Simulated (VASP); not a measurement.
# MgZn5O6 (Cmmm) in VASP: relaxation of cell and atoms with PBE

Aim: the relaxation of cell and atoms of MgZn5O6 with PBE.

Everything below comes from runs of VASP 6.6.1. Logs are shortened: lines on timing, memory, paths and dates and some standing lists are left out, and cuts for length are marked.

**1. The cell of the first run**

Symmetry: Cmmm, No. 65, orthorhombic system. The conventional cell has a = 4.586 Å, b = 13.758 Å, c = 4.586 Å, α = 90.00°, β = 90.00°, γ = 90.00°. Within 3.0 Å of Mg (site symmetry mmm) lie 6 O at 2.29 Å. Zn (site symmetry m2m) has 6 O at 2.29 Å within 3.0 Å. Within 3.0 Å of Zn (site symmetry m2m) lie 6 O at 2.29 Å. Within 3.0 Å of Zn (site symmetry mmm) lie 6 O at 2.29 Å. Within 3.0 Å of O (site symmetry mmm) lie 2 Mg at 2.29 Å and 4 Zn at 2.29 Å. Within 3.0 Å of O (site symmetry m2m) lie 6 Zn at 2.29 Å. O (site symmetry mmm) has 2 Mg at 2.29 Å and 4 Zn at 2.29 Å within 3.0 Å. O (site symmetry m2m) has 5 Zn at 2.29 Å and 1 Mg at 2.29 Å within 3.0 Å.

**2. Relaxation of cell and atoms, PBE**

File INCAR:

```
PREC = Accurate ; ENCUT = 600
EDIFF = 1E-6 ; ISMEAR = 0
SIGMA = 0.1 ; LREAL = False
LASPH = True ; NELM = 100
ALGO = Normal ; ISIF = 3
LWAVE = False ; LCHARG = False
GGA = PE ; IBRION = 2
NSW = 90 ; EDIFFG = -0.04
```

File KPOINTS:

```
regular mesh
0
Gamma
  4 4 4
```

File POSCAR:

```
MgZn5O6
1.0
    2.2929651700     -6.8788955000      0.0000000000
    2.2929651700      6.8788955000      0.0000000000
    0.0000000000      0.0000000000      4.5859303400
Mg Zn O
1 5 6
Direct
    0.0000000000      0.0000000000      0.0000000000
    0.6666666700      0.3333333300      0.0000000000
    0.3333333300      0.6666666700      0.0000000000
    0.1666666700      0.8333333300      0.5000000000
    0.5000000000      0.5000000000      0.5000000000
    0.8333333300      0.1666666700      0.5000000000
    0.0000000000      0.0000000000      0.5000000000
    0.3333333300      0.6666666700      0.5000000000
    0.6666666700      0.3333333300      0.5000000000
    0.5000000000      0.5000000000      0.0000000000
    0.8333333300      0.1666666700      0.0000000000
    0.1666666700      0.8333333300      0.0000000000
```

Potentials or basis: VASP PAW PBE potentials, release 64 (Mg, Zn, O).

Command:

```sh
$ cat potpaw_PBE.64/Mg/POTCAR potpaw_PBE.64/Zn/POTCAR potpaw_PBE.64/O/POTCAR > POTCAR
$ mpirun -np 1 vasp_std > vasp.out
```

OUTCAR:

```text
PREC = Accurate
   ENCUT = 600
   EDIFF = 1E-6
   ISMEAR = 0
   LREAL = False
   LASPH = True
   NELM = 100
   ISIF = 3
   GGA = PE
   IBRION = 2
   NSW = 90
   EDIFFG = -0.04

 ion  position               nearest neighbor table
   1  0.000  0.000  0.000-   7 2.29  10 2.29   7 2.29  10 2.29  11 2.29  12 2.29   5 3.24   5 3.24
                             5 3.24   5 3.24   3 3.24   6 3.24   4 3.24   2 3.24   3 3.24   2 3.24
   2  0.667  0.333  0.000-  11 2.29   9 2.29  12 2.29   9 2.29  12 2.29  10 2.29   1 3.24   1 3.24

   3  0.333  0.667  0.000-  12 2.29  11 2.29   8 2.29   8 2.29  11 2.29  10 2.29   1 3.24   1 3.24

   4  0.167  0.833  0.500-   8 2.29   9 2.29  12 2.29  12 2.29   9 2.29   7 2.29   1 3.24   1 3.24
[... 5 lines left out ...]
   7  0.000  0.000  0.500-   1 2.29   5 2.29   1 2.29   5 2.29   4 2.29   6 2.29
   8  0.333  0.667  0.500-   4 2.29   3 2.29   6 2.29   3 2.29   6 2.29   5 2.29
   9  0.667  0.333  0.500-   6 2.29   4 2.29   2 2.29   2 2.29   4 2.29   5 2.29
  10  0.500  0.500  0.000-   1 2.29   5 2.29   5 2.29   1 2.29   3 2.29   2 2.29
  11  0.833  0.167  0.000-   2 2.29   3 2.29   6 2.29   6 2.29   3 2.29   1 2.29
  12  0.167  0.833  0.000-   3 2.29   2 2.29   4 2.29   4 2.29   2 2.29   1 2.29

  LATTYP: Found a base centered orthorhombic cell.
 ALAT       =     4.5859303400
 B/A-ratio  =     2.9999999956
 C/A-ratio  =     1.0000000000

  Lattice vectors:

 A1 = (   2.2929651700,  -6.8788955000,   0.0000000000)
 A2 = (   2.2929651700,   6.8788955000,   0.0000000000)
 A3 = (   0.0000000000,   0.0000000000,   4.5859303400)

Analysis of symmetry for initial positions (statically):
=====================================================================
 Subroutine PRICEL returns:
 Original cell was already a primitive cell.

 Routine SETGRP: Setting up the symmetry group for a
 base centered orthorhombic supercell.

 Subroutine GETGRP returns: Found  8 space group operations
 (whereof  8 operations were pure point group operations)
 out of a pool of  8 trial point group operations.

The static configuration has the point symmetry D_2h.

Analysis of symmetry for dynamics (positions and initial velocities):
=====================================================================
 Subroutine PRICEL returns:
 Original cell was already a primitive cell.

 Routine SETGRP: Setting up the symmetry group for a
 base centered orthorhombic supercell.

 Subroutine GETGRP returns: Found  8 space group operations
 (whereof  8 operations were pure point group operations)
 out of a pool of  8 trial point group operations.

The dynamic configuration has the point symmetry D_2h.

 Subroutine INISYM returns: Found  8 space group operations
 (whereof  8 operations are pure point group operations),
 and found     1 'primitive' translations

[... 121 lines left out ...]
   NELECT =      98.0000    total number of electrons
   NUPDOWN=      -1.0000    fix difference up-down
   EMIN   =  10.00;   EMAX   =-10.00  energy-range for DOS
   EFERMI =   0.00;   METHOD = LEGACY
   ISMEAR =     0;   SIGMA  =   0.10  broadening in eV -4-tet -1-fermi 0-gaus
   EFERMI_NEDOS =   21; number of points for ismear=-14 and -15
   IALGO  =     38    algorithm
   IMIX   =      4    mixing-type and parameters
     AMIX     =   0.40;   BMIX     =  1.00
     AMIX_MAG =   1.60;   BMIX_MAG =  1.00
  volume/ion in A,a.u.               =      12.06        81.36
  Fermi-wavevector in a.u.,A,eV,Ry     =   1.437780  2.717009 28.126102  2.067210
  Thomas-Fermi vector in A             =   2.556819
   LORBIT       =      0    0 simple, 1 ext, 2 COOP (PROOUT), +10 PAW based schemes
   GGA     = PE    functional components
   LHFCALC =     F    Hartree Fock is set to
   AEXX    =    0.0000 exact exchange contribution
   IVDW    =     0    specifies the selected vdW correction
   LEPSILON=     F    determine dielectric tensor
   LRPA    =     F    only Hartree local field effects (RPA)
 conjugate gradient relaxation of ions
 non-spin polarized calculation
 Gauss-broadening in eV      SIGMA  =   0.10
  energy-cutoff  :      600.00
  volume of cell :      144.67
 maximum number of plane-waves:      4848
 NGX is ok and might be reduce to    60
   NGX = 29   NGY = 29   NGZ = 19

--------------------------------------- Ionic step        1  -------------------------------------------

 number of electron      97.9999969 magnetization

 Free energy of the ion-electron system (eV)
  ---------------------------------------------------
  ext. energy  EPLUGINS =         0.00000000
  ---------------------------------------------------
  free energy    TOTEN  =       -53.47325679 eV

  energy without entropy =      -53.47239599  energy(sigma->0) =      -53.47282639

------------------------ aborting loop because EDIFF is reached ----------------------------------------

  FORCE on cell =-STRESS in cart. coord.  units (eV):
  Direction    XX          YY          ZZ          XY          YZ          ZX
  --------------------------------------------------------------------------------------
  -------------------------------------------------------------------------------------
  Total      -17.6420163    -17.6775524    -17.6416840      0.0000000      0.0000000      0.0000000
  in kB     -195.3822841   -195.7758397   -195.3786042      0.0000000      0.0000000      0.0000000
  external PRESSURE =    -195.5122427 kB  Pullay stress =       0.0000000 kB
[... 33 lines left out ...]
--------------------------------------- Ionic step        2  -------------------------------------------

 number of electron      97.9999986 magnetization

 E-fermi :   3.5288     XC(G=0): -12.1273

 val. band max:        3.0870431985   @ k =   0.5000   0.0000   0.5000
 cond. band min:       4.2477822976   @ k =   0.0000   0.0000   0.0000
 fundamental gap:      1.1607390991
 Fermi energy:         3.5287688540

 k-point     1 :       0.0000    0.0000    0.0000
  band No.  band energies     occupation
      1     -15.5736      2.00000
      2     -14.4835      2.00000
      3     -14.3491      2.00000
      4     -14.0885      2.00000
      5     -14.0450      2.00000
      6     -13.9006      2.00000
[... 1499 lines left out ...]
--------------------------------------- Ionic step        7  -------------------------------------------

 number of electron      97.9999980 magnetization

 Free energy of the ion-electron system (eV)
  ---------------------------------------------------
  ext. energy  EPLUGINS =         0.00000000
  ---------------------------------------------------
  free energy    TOTEN  =       -55.17318349 eV

  energy without entropy =      -55.17318349  energy(sigma->0) =      -55.17318349

 E-fermi :   3.1226     XC(G=0): -11.9042

 val. band max:        2.6733099213   @ k =   0.5000   0.0000   0.5000
 cond. band min:       3.6307703767   @ k =   0.0000   0.0000   0.0000
 fundamental gap:      0.9574604554
 Fermi energy:         3.1225556583

 k-point     1 :       0.0000    0.0000    0.0000
  band No.  band energies     occupation
      1     -15.6282      2.00000
      2     -14.6390      2.00000
      3     -14.4781      2.00000
      4     -14.2668      2.00000
      5     -14.2320      2.00000
      6     -14.0635      2.00000
[... 1309 lines left out ...]
  FREE ENERGIE OF THE ION-ELECTRON SYSTEM (eV)
  ---------------------------------------------------
  free  energy   TOTEN  =       -55.1731834911 eV

  energy  without entropy=      -55.1731834911  energy(sigma->0) =      -55.17318349

 reached required accuracy - stopping structural energy minimisation
```

Wall time 14 min (1 thread of Intel Xeon 6975P-C (Granite Rapids), shared host); peak memory 0.49 GiB.

Results:

```yaml
Free_energy: -55.1732 eV
Relaxed_volume: 10.07 Å³/atom
Relaxed_cell: a = 6.827 Å, b = 6.827 Å, c = 4.319 Å, α = 90.00°, β = 90.00°, γ = 143.12°
Space_group_after_relaxing_to_0.05_Å: Cmmm (No. 65)
Energy_gained_by_relaxing: 141.7 meV/atom
Ionic_steps: 7
Pressure_after_relaxing: 0.4 GPa
Largest_force_after_relaxing: 0.025 eV/Å
Band_gap_on_the_k_mesh: 0.96 eV, indirect (least direct gap 2.18 eV)
```

Forces in eV/Å, atoms in the order of the input:
```
Mg   0.000  0.000  0.000
Zn   0.000 -0.009  0.000
Zn   0.000  0.009  0.000
Zn   0.000  0.025  0.000
Zn   0.000  0.000  0.000
Zn   0.000 -0.025  0.000
O    0.000  0.000  0.000
O    0.000  0.025  0.000
O    0.000 -0.025  0.000
O    0.000  0.000  0.000
O    0.000 -0.001  0.000
O    0.000  0.001  0.000
```

Stress tensor (GPa, compression positive):
```
0.36 0.00 0.00
0.00 0.43 0.00
0.00 0.00 0.34
```

The path:
```
step  energy change (eV)  largest force (eV/Å)  pressure (GPa)  volume (Å³)
   1              0.0000                0.1121          -19.55       144.67
   2             -1.5726                0.2620            7.86       116.00
   3             -1.6941                0.2169            0.10       121.08
   4             -1.6935                0.2129           -0.51       121.53
   5             -1.6971                0.1239           -0.52       121.50
   6             -1.6992                0.0608           -0.46       121.46
   7             -1.6999                0.0252            0.37       120.82
```

Final structure:
```cif
data_structure
_symmetry_space_group_name_H-M 'P 1'
_symmetry_Int_Tables_number 1
_cell_length_a 6.8271
_cell_length_b 6.8271
_cell_length_c 4.3190
_cell_angle_alpha 90.000
_cell_angle_beta 90.000
_cell_angle_gamma 143.116
_cell_volume 120.82
loop_
_atom_site_label
_atom_site_type_symbol
_atom_site_fract_x
_atom_site_fract_y
_atom_site_fract_z
_atom_site_occupancy
Mg1 Mg 0.00000 0.00000 0.00000 1
Zn1 Zn 0.66744 0.33256 0.00000 1
Zn2 Zn 0.33256 0.66744 0.00000 1
Zn3 Zn 0.16661 0.83339 0.50000 1
Zn4 Zn 0.50000 0.50000 0.50000 1
Zn5 Zn 0.83339 0.16661 0.50000 1
O1 O 0.00000 0.00000 0.50000 1
O2 O 0.33280 0.66720 0.50000 1
O3 O 0.66720 0.33280 0.50000 1
O4 O 0.50000 0.50000 0.00000 1
O5 O 0.83553 0.16447 0.00000 1
O6 O 0.16447 0.83553 0.00000 1
```

Caveat: the volume moved by over 15 % at a fixed basis, so the end points are rough. Expect the measured gap to be larger: semilocal functionals such as PBE lack the derivative discontinuity.
